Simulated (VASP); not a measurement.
# BiTe (R-3m) in VASP: settings compared

The runs below take BiTe through single point, with LDA, r2SCAN.

Program: VASP 6.6.1. These are calculated values, not measurements. Logs are shortened: lines on timing, memory, paths and dates and some standing lists are left out, and cuts for length are marked.

## (1) The cell of the first run

It takes space group R-3m (No. 166, trigonal). The conventional cell has a = 4.940 Å, b = 4.940 Å, c = 10.147 Å, α = 90.00°, β = 90.00°, γ = 120.00°. Bi (site symmetry -3m) has 6 Te at 3.32 Å within 4.4 Å. Within 4.4 Å of Te (site symmetry -3m) lie 6 Bi at 3.32 Å.

## (2) Single point, LDA

INCAR

```
SYSTEM = BiTe
PREC = Accurate ; ENCUT = 520
EDIFF = 1E-6 ; ISMEAR = -1
SIGMA = 0.05 ; LREAL = .False.
LASPH = .True. ; NELM = 100
ALGO = Normal ; ISIF = 2
LWAVE = .False. ; LCHARG = .True.
GGA = CA ; LELF = .True.
LVHAR = .True. ; NBANDS = 18
```

KPOINTS

```
Automatic mesh
0
Gamma
  7 7 7
  0 0 0
```

POSCAR

```
BiTe
1.0
    2.4702239101      1.4261844395      3.3823534125
   -2.4702239101      1.4261844395      3.3823534125
    0.0000000000     -2.8523688790      3.3823534125
Bi Te
1 1
Direct
    0.5000000000      0.5000000000      0.5000000000
    0.0000000000      0.0000000000      0.0000000000
```

Potentials or basis: VASP PAW LDA potentials, release 64 (Bi_d, Te).

Command:

```console
> cat potpaw_LDA.64/Bi_d/POTCAR potpaw_LDA.64/Te/POTCAR > POTCAR
> mpirun -np 1 vasp_std > vasp.out
```

OUTCAR:

```text
SYSTEM = BiTe
   PREC = Accurate
   ENCUT = 520
   EDIFF = 1E-6
   ISMEAR = -1
   LREAL = .False.
   LASPH = .True.
   NELM = 100
   ISIF = 2
   GGA = CA

 ion  position               nearest neighbor table
   1  0.500  0.500  0.500-   2 3.32   2 3.32   2 3.32   2 3.32   2 3.32   2 3.32
   2  0.000  0.000  0.000-   1 3.32   1 3.32   1 3.32   1 3.32   1 3.32   1 3.32

  LATTYP: Found a trigonal (rhomboedric) cell.
 ALAT       =     4.4245138522
 COS(alpha) =     0.3765932224

  Lattice vectors:

 A1 = (   2.4702239101,   1.4261844395,   3.3823534125)
 A2 = (  -2.4702239101,   1.4261844395,   3.3823534125)
 A3 = (   0.0000000000,  -2.8523688790,   3.3823534125)

Analysis of symmetry for initial positions (statically):
=====================================================================
 Subroutine PRICEL returns:
 Original cell was already a primitive cell.

 Routine SETGRP: Setting up the symmetry group for a
 trigonal (rhombohedral) supercell.

 Subroutine GETGRP returns: Found 12 space group operations
 (whereof 12 operations were pure point group operations)
 out of a pool of 12 trial point group operations.

The static configuration has the point symmetry D_3d.

Analysis of symmetry for dynamics (positions and initial velocities):
=====================================================================
 Subroutine PRICEL returns:
 Original cell was already a primitive cell.

 Routine SETGRP: Setting up the symmetry group for a
 trigonal (rhombohedral) supercell.

 Subroutine GETGRP returns: Found 12 space group operations
 (whereof 12 operations were pure point group operations)
 out of a pool of 12 trial point group operations.

The dynamic configuration has the point symmetry D_3d.

 Subroutine INISYM returns: Found 12 space group operations
 (whereof 12 operations are pure point group operations),
 and found     1 'primitive' translations

----------------------------------------------------------------------------------------

                                     Primitive cell

  volume of cell :      71.4961

  direct lattice vectors                    reciprocal lattice vectors
     2.470223910  1.426184440  3.382353413     0.202410801  0.116861930  0.098550711
    -2.470223910  1.426184440  3.382353413    -0.202410801  0.116861930  0.098550711
     0.000000000 -2.852368879  3.382353413     0.000000000 -0.233723861  0.098550711

  length of vectors
     4.424513852  4.424513852  4.424513852     0.253651504  0.253651504  0.253651504

  position of ions in fractional coordinates (direct lattice)
     0.500000000  0.500000000  0.500000000
     0.000000000  0.000000000  0.000000000

  ion indices of the primitive-cell ions
   primitive index   ion index
                 1           1
                 2           2

----------------------------------------------------------------------------------------

 KPOINTS: Automatic mesh

Automatic generation of k-mesh.
 Grid dimensions read from file:
 generate k-points for:    7    7    7

 Generating k-lattice:

  Cartesian coordinates                     Fractional coordinates (reciprocal lattice)
     0.028915829  0.016694561  0.014078673     0.142857143 -0.000000000  0.000000000
    -0.028915829  0.016694561  0.014078673    -0.000000000  0.142857143  0.000000000
     0.000000000 -0.033389123  0.014078673     0.000000000  0.000000000  0.142857143

  Length of vectors
     0.036235929  0.036235929  0.036235929

  Shift w.r.t. Gamma in fractional coordinates (k-lattice)
     0.000000000  0.000000000  0.000000000

 Subroutine IBZKPT returns following result:
 ===========================================

 Found     44 irreducible k-points:

 Following reciprocal coordinates:
            Coordinates               Weight
  0.000000  0.000000  0.000000      1.000000
  0.142857 -0.000000 -0.000000      6.000000
  0.285714 -0.000000  0.000000      6.000000
  0.428571 -0.000000  0.000000      6.000000
  0.142857  0.142857 -0.000000      6.000000
  0.285714  0.142857  0.000000     12.000000
[... 16 lines left out ...]
  0.285714  0.285714  0.142857      6.000000
  0.428571  0.285714  0.142857     12.000000
 [... further k-points ...]
   k-points           NKPTS =     44   k-points in BZ     NKDIM =     44   number of bands    NBANDS=     18
   number of dos      NEDOS =    301   number of ions     NIONS =      2
   total plane-waves  NPLWV =  46656
   dimension x,y,z NGX =    36 NGY =   36 NGZ =   36
   dimension x,y,z NGXF=    72 NGYF=   72 NGZF=   72
   ions per type =               1   1
   NGX,Y,Z   is equivalent  to a cutoff of  13.53, 13.53, 13.53 a.u.
   NGXF,Y,Z  is equivalent  to a cutoff of  27.05, 27.05, 27.05 a.u.
 SYSTEM =  BiTe
   PREC   = accura    normal or accurate (medium, high low for compatibility)
   ISTART =      0    job   : 0-new  1-cont  2-samecut
   ICHARG =      2    charge: 1-file 2-atom 10-const
   ISPIN  =      1    spin polarized calculation?
   LNONCOLLINEAR =      F non collinear calculations
   LSORBIT =      F    spin-orbit coupling
   LASPH  =      T    aspherical Exc in radial PAW
   ENCUT  =  520.0 eV  38.22 Ry    6.18 a.u.   8.23  8.23  8.23*2*pi/ulx,y,z
   NELM   =    100;   NELMIN=  2; NELMDL= -5     # of ELM steps
   EDIFF  = 0.1E-05   stopping-criterion for ELM
   LREAL  =      F    real-space projection
   EDIFFG = 0.1E-04   stopping-criterion for IOM
   NSW    =      0    number of steps for IOM
   IBRION =     -1    ionic relax: 0-MD 1-quasi-New 2-CG
   NFREE  =      0    steps in history (QN), initial steepest desc. (CG)
   ISIF   =      2    stress and relaxation
   ISYM   =      2    0-nonsym 1-usesym 2-fastsym
   POTIM  = 0.5000    time-step for ionic-motion
   TEBEG  =    0.0;   TEEND  =   0.0 temperature during run
   PSTRESS=    0.0 pullay stress
   NELECT =      21.0000    total number of electrons
   NUPDOWN=      -1.0000    fix difference up-down
   EMIN   =  10.00;   EMAX   =-10.00  energy-range for DOS
   EFERMI =   0.00;   METHOD = LEGACY
   ISMEAR =    -1;   SIGMA  =   0.05  broadening in eV -4-tet -1-fermi 0-gaus
   EFERMI_NEDOS =   21; number of points for ismear=-14 and -15
   IALGO  =     38    algorithm
   IMIX   =      4    mixing-type and parameters
     AMIX     =   0.40;   BMIX     =  1.00
     AMIX_MAG =   1.60;   BMIX_MAG =  1.00
  volume/ion in A,a.u.               =      35.75       241.24
  Fermi-wavevector in a.u.,A,eV,Ry     =   1.088230  2.056456 16.112612  1.184244
  Thomas-Fermi vector in A             =   2.224406
   LORBIT       =      0    0 simple, 1 ext, 2 COOP (PROOUT), +10 PAW based schemes
   GGA     = CA    functional components
   LHFCALC =     F    Hartree Fock is set to
   AEXX    =    0.0000 exact exchange contribution
   IVDW    =     0    specifies the selected vdW correction
   LEPSILON=     F    determine dielectric tensor
   LRPA    =     F    only Hartree local field effects (RPA)
 non-spin polarized calculation
  energy-cutoff  :      520.00
  volume of cell :       71.50
 maximum number of plane-waves:      1936
 NGX is ok and might be reduce to    36
   NGX = 17   NGY = 17   NGZ = 17

 number of electron      20.9999996 magnetization

 Free energy of the ion-electron system (eV)
  ---------------------------------------------------
  ext. energy  EPLUGINS =         0.00000000
  ---------------------------------------------------
  free energy    TOTEN  =        -8.36717426 eV

  energy without entropy =       -8.35534763  energy(sigma->0) =       -8.36126094

 E-fermi :   5.7494     XC(G=0):  -9.4613

 val. band max:        5.6944647758   @ k =  -0.4286   0.2857   0.2857
 cond. band min:       5.8264727851   @ k =  -0.2857   0.4286   0.1429
 fundamental gap:      0.1320080093
 Fermi energy:         5.7494400655

 k-point     1 :       0.0000    0.0000    0.0000
  band No.  band energies     occupation
      1     -17.3704      2.00000
      2     -17.3704      2.00000
      3     -17.3558      2.00000
      4     -17.3558      2.00000
      5     -17.3415      2.00000
      6      -7.3408      2.00000
[... 10 lines left out ...]
     17      12.4029      0.00000
     18      12.6297      0.00000

 k-point     2 :       0.1429   -0.0000   -0.0000
  band No.  band energies     occupation
      1     -17.3703      2.00000
      2     -17.3701      2.00000
      3     -17.3565      2.00000
      4     -17.3546      2.00000
      5     -17.3412      2.00000
      6      -7.1808      2.00000
[... 10 lines left out ...]
     17      12.6662      0.00000
     18      13.3371      0.00000

 k-point     3 :       0.2857   -0.0000    0.0000
  band No.  band energies     occupation
      1     -17.3704      2.00000
      2     -17.3696      2.00000
      3     -17.3579      2.00000
      4     -17.3522      2.00000
      5     -17.3401      2.00000
      6      -6.7104      2.00000
[... 10 lines left out ...]
     17      14.1319      0.00000
     18      15.0762      0.00000

 k-point     4 :       0.4286   -0.0000    0.0000
  band No.  band energies     occupation
      1     -17.3707      2.00000
      2     -17.3695      2.00000
      3     -17.3589      2.00000
      4     -17.3507      2.00000
      5     -17.3387      2.00000
      6      -5.9651      2.00000
[... 375 lines left out ...]
      4     -17.3544      2.00000
      5     -17.3407      2.00000
      6      -6.7843      2.00000
[... 10 lines left out ...]
     17      13.3274      0.00000
     18      13.6545      0.00000

 k-point    23 :       0.2857    0.2857    0.1429
  band No.  band energies     occupation
      1     -17.3728      2.00000
      2     -17.3705      2.00000
      3     -17.3543      2.00000
      4     -17.3486      2.00000
      5     -17.3416      2.00000
      6      -6.6773      2.00000
[... 10 lines left out ...]
     17      14.1048      0.00000
     18      14.4894      0.00000

 k-point    24 :       0.4286    0.2857    0.1429
  band No.  band energies     occupation
      1     -17.3735      2.00000
      2     -17.3702      2.00000
      3     -17.3547      2.00000
      4     -17.3469      2.00000
      5     -17.3406      2.00000
      6      -6.2361      2.00000
[... 10 lines left out ...]
     17      14.6936      0.00000
     18      15.6751      0.00000

 [... further k-points ...]

------------------------ aborting loop because EDIFF is reached ----------------------------------------

  FORCE on cell =-STRESS in cart. coord.  units (eV):
  Direction    XX          YY          ZZ          XY          YZ          ZX
  --------------------------------------------------------------------------------------
  -------------------------------------------------------------------------------------
  Total       -2.6406181     -2.6406181     -2.1054579      0.0000000     -0.0000000      0.0000000
  in kB      -59.1744101    -59.1744101    -47.1818421      0.0000000     -0.0000000      0.0000000
  external PRESSURE =     -55.1768874 kB  Pullay stress =       0.0000000 kB

 VOLUME and BASIS-vectors are now :
 -----------------------------------------------------------------------------
  energy-cutoff  :      520.00
  volume of cell :       71.50
      direct lattice vectors                 reciprocal lattice vectors
     2.470223910  1.426184440  3.382353413     0.202410801  0.116861930  0.098550711
    -2.470223910  1.426184440  3.382353413    -0.202410801  0.116861930  0.098550711
     0.000000000 -2.852368879  3.382353413     0.000000000 -0.233723861  0.098550711

 POSITION                                       TOTAL-FORCE (eV/Angst)
 -----------------------------------------------------------------------------------
      0.00000      0.00000      5.07353         0.000000      0.000000      0.000000
      0.00000      0.00000      0.00000         0.000000      0.000000     -0.000000
 -----------------------------------------------------------------------------------
    total drift:                               -0.000000     -0.000000      0.000000

  FREE ENERGIE OF THE ION-ELECTRON SYSTEM (eV)
  ---------------------------------------------------
  free  energy   TOTEN  =        -8.3671742581 eV

  energy  without entropy=       -8.3553476284  energy(sigma->0) =       -8.36126094
```

Run time: 64 s. Hardware: 1 thread of Intel Xeon 8259CL, shared host; peak memory 0.21 GiB.

Results:

- Free energy: -8.3672 eV
- Pressure: -5.5 GPa

Stress tensor (GPa, compression positive):
```
-5.92  0.00  0.00
 0.00 -5.92  0.00
 0.00  0.00 -4.72
```

Caveat: spin-orbit coupling is left out, which moves the levels of the heavy elements.

## (3) Single point, r2SCAN

This run uses another cell than the first one, of 31.70 Å³/atom, 0.887 times its volume.

POSCAR

```
BiTe
1.0
    2.3732508797      1.3701970343      3.2495731172
   -2.3732508797      1.3701970343      3.2495731172
    0.0000000000     -2.7403940685      3.2495731172
Bi Te
1 1
Direct
    0.5000000000      0.5000000000      0.5000000000
    0.0000000000      0.0000000000      0.0000000000
```

INCAR.step1

```
SYSTEM = BiTe
PREC = Accurate ; ENCUT = 520
ISMEAR = -1 ; SIGMA = 0.05
LREAL = .FALSE. ; LASPH = .TRUE.
NELM = 80 ; NBANDS = 18
GGA = PE ; ALGO = Normal
EDIFF = 1E-4 ; LWAVE = .TRUE.
LCHARG = .FALSE.
```

INCAR.step2

```
SYSTEM = BiTe
PREC = Accurate ; ENCUT = 520
EDIFF = 1E-6 ; ISMEAR = -1
SIGMA = 0.05 ; LREAL = .FALSE.
LASPH = .TRUE. ; NELM = 80
ALGO = Normal ; ISIF = 2
LWAVE = .FALSE. ; LCHARG = .FALSE.
METAGGA = R2SCAN ; LMIXTAU = .TRUE.
NBANDS = 18 ; ISTART = 1
```

KPOINTS

```
Automatic mesh
0
G
  7 7 7
  0 0 0
```

Potentials or basis: VASP PAW PBE potentials, release 64 (Bi_d, Te).

Command:

```console
> cat potpaw_PBE.64/Bi_d/POTCAR potpaw_PBE.64/Te/POTCAR > POTCAR
> cp INCAR.step1 INCAR
> mpirun -np 1 vasp_std > vasp.out
> cp INCAR.step2 INCAR
> mpirun -np 1 vasp_std > vasp.out
```

Wall time 2.5 min (1 thread of Intel Xeon 8259CL, shared host); peak memory 0.22 GiB.

It converged, with:

```
Free energy : -83.9980 eV
Pressure    : 2.9 GPa
```

Stress tensor (GPa, compression positive):
```
3.13 0.00 0.00
0.00 3.13 0.00
0.00 0.00 2.34
```

Levels at points of the mesh, in eV from the Fermi level:
```csv
k point,band 7,band 8,band 9,band 10,band 11,band 12,band 13,band 14
"(0.00, 0.00, 0.00)",-8.25,-3.41,-3.41,-1.96,2.02,2.79,2.79,4.26
```

Caveat: the PAW data sets were made with another functional, which shifts forces and pressure a little; spin-orbit coupling is left out, which moves the levels of the heavy elements.

(Continued in part 2 of 2.)
